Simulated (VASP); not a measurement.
A run of VASP 6.6.1 is set up as follows.

Contents of INCAR:

```
SYSTEM = Ga4PN3
PREC     = Accurate       ! precision mode
ENCUT    = 520            ! plane-wave cutoff, eV
EDIFF    = 1E-7           ! SCF threshold, eV
ISMEAR   = -1             ! smearing method
SIGMA    = 0.02           ! smearing width, eV
LREAL    = .FALSE.        ! projectors in reciprocal space
LASPH    = .TRUE.         ! aspherical terms in the spheres
NELM     = 80             ! most SCF steps
ALGO     = Normal         ! electronic algorithm
ISIF     = 2              ! what is computed and relaxed
LWAVE    = .FALSE.        ! write WAVECAR
LCHARG   = .TRUE.         ! write CHGCAR
GGA      = PE             ! functional
LELF     = .TRUE.         ! ELF
LVHAR    = .TRUE.       
NBANDS   = 46             ! bands
```

Contents of KPOINTS:

```
Automatic mesh
0
G
  12 12 2
  0 0 0
```

File POSCAR:

```
Ga4PN3
1.0
    3.3370934284      0.0000000000      0.0000000000
   -1.6685467142      2.8900076838      0.0000000000
    0.0000000000      0.0000000000     11.0488943059
N P Ga
3 1 4
Direct
    0.6666666667      0.3333333333     -0.0199977448
    0.6666666667      0.3333333333      0.5206121249
    0.3333333333      0.6666666667      0.7501676007
    0.3333333333      0.6666666667      0.2460275376
    0.6666666667      0.3333333333      0.8028955166
    0.6666666667      0.3333333333      0.3439219028
    0.3333333333      0.6666666667      0.5731980731
    0.3333333333      0.6666666667      0.0331749890
```

Potentials or basis: VASP PAW PBE potentials, release 64 (N, P, Ga_d).

Run with:

```bash
$ cat potpaw_PBE.64/N/POTCAR potpaw_PBE.64/P/POTCAR potpaw_PBE.64/Ga_d/POTCAR > POTCAR
$ mpirun -np 1 vasp_std > vasp.out
```

(1) What does it give for the pressure?

(2) Predict the largest force.

(3) Predict the band gap on the k mesh.

Results:

(1) 4.9 GPa.

(2) 0.234 eV/Å.

(3) zero (band 36 reaches 7.52 eV, above the bottom of band 37 at 7.30 eV).
